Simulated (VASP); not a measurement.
Here is a VASP 6.6.1 calculation.

File INCAR:

```
PREC = Accurate
ENCUT = 520
EDIFF = 1E-7
ISMEAR = 0
SIGMA = 0.15
LREAL = F
LASPH = T
NELM = 60
ALGO = Normal
ISIF = 2
LWAVE = F
LCHARG = F
GGA = PS
NBANDS = 18
```

The input KPOINTS:

```
regular mesh
0
Gamma
  14 14 14
```

The input POSCAR:

```
ScPd
1.0
    3.2830000000      0.0000000000      0.0000000000
    0.0000000000      3.2830000000      0.0000000000
    0.0000000000      0.0000000000      3.2830000000
Sc Pd
1 1
Direct
    0.5000000000      0.5000000000      0.5000000000
    0.0000000000      0.0000000000      0.0000000000
```

Potentials or basis: VASP PAW PBE potentials, release 64 (Sc_sv, Pd).

Command:

```console
$ cat potpaw_PBE.64/Sc_sv/POTCAR potpaw_PBE.64/Pd/POTCAR > POTCAR
$ mpirun -np 1 vasp_std > vasp.out
```

Question: What does it give for the pressure?

Answer: -1.7 GPa.

Caveat: the PAW data sets were made with another functional, which shifts forces and pressure a little.
